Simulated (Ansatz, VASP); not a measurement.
# One calculation of CaO, two programs

```
Ca O
1.0
     0.00000    2.47640    2.78954
     2.47640    0.00000    2.78954
     2.47640    2.47640    0.00000
Ca O
1 1
Direct
  0.00000 0.00000 0.00000
  0.25000 0.25000 0.25000
```

Change from the starting cell: epitaxial_xy strain -5.0%.

Alike in both runs: task single point; functional HSE06; k mesh 6 × 6 × 6; no spin polarisation.

|  | VASP | Ansatz |
| --- | --- | --- |
| version | VASP 6.6.1 | Ansatz 0.2.0 |
| potentials or method | VASP PAW PBE potentials, release 64 (Ca_sv, O) | plane waves, PAW |
| plane-wave cutoff (eV) | 520 | 420 |
| occupations | gaussian, width 0.01 eV | fixed |
| valence electrons in the cell | 16 | 16 |

|  | VASP | Ansatz | Ansatz less VASP |
| --- | --- | --- | --- |
| gap on the k mesh at the Fermi level (eV) | 4.68 | 4.69 | +0.017 |
| pressure (GPa) | 3.0 | 2.4 | -0.64 |
| traceless stress, the component that is largest in VASP (GPa) | -2.39 | -2.50 | -0.103 |

Ansatz's warnings: stress exchange threshold loose, stress scf threshold loose.
